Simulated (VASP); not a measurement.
Here is a VASP 6.6.1 calculation.

The input INCAR:

```
SYSTEM = Sn2SeS3
ALGO = Normal ; EDIFF = 1E-6
ENCUT = 520 ; GGA = PE
ISIF = 2 ; ISMEAR = 0
LASPH = .TRUE. ; LCHARG = .FALSE.
LREAL = .FALSE. ; LWAVE = .FALSE.
NBANDS = 35 ; NELM = 100
PREC = Accurate ; SIGMA = 0.1
```

The input KPOINTS:

```
k-points
0
G
  4 4 4
  0 0 0
```

POSCAR

```
Sn2SeS3
1.0
   -2.8890990640      2.8890990640      4.8636915307
    2.8890990640     -2.8890990640      4.8636915307
    2.8890990640      2.8890990640     -4.8636915307
Sn Se S
2 1 3
Direct
    0.5000000000      0.0000000000      0.5000000000
    0.0000000000      0.5000000000      0.5000000000
    0.5000000000      0.5000000000      0.0000000000
    0.7574608599      0.7574608599      0.0000000000
    0.2425391401      0.2425391401      0.0000000000
    0.0000000000      0.0000000000      0.0000000000
```

Potentials or basis: VASP PAW PBE potentials, release 64 (Sn_d, Se, S).

Run with:

```sh
$ cat potpaw_PBE.64/Sn_d/POTCAR potpaw_PBE.64/Se/POTCAR potpaw_PBE.64/S/POTCAR > POTCAR
$ mpirun -np 1 vasp_std > vasp.out
```

**Question.** What does it give for the pressure?

**Answer.** 0.0 GPa.

**Question.** Estimate the largest force.

**Answer.** 0.019 eV/Å.

**Question.** Estimate the band gap on the k mesh.

**Answer.** Zero (band 26 reaches 4.43 eV, above the bottom of band 27 at 3.60 eV).

Forces on the atoms (eV/Å):
```
Sn   0.000  0.000  0.000
Sn   0.000  0.000  0.000
Se   0.000  0.000  0.000
S    0.000  0.000  0.019
S    0.000  0.000 -0.019
S    0.000  0.000  0.000
```

Caveat: the k points lie up to 0.38 Å⁻¹ apart; spin-orbit coupling is left out, which moves the levels of the heavy elements.
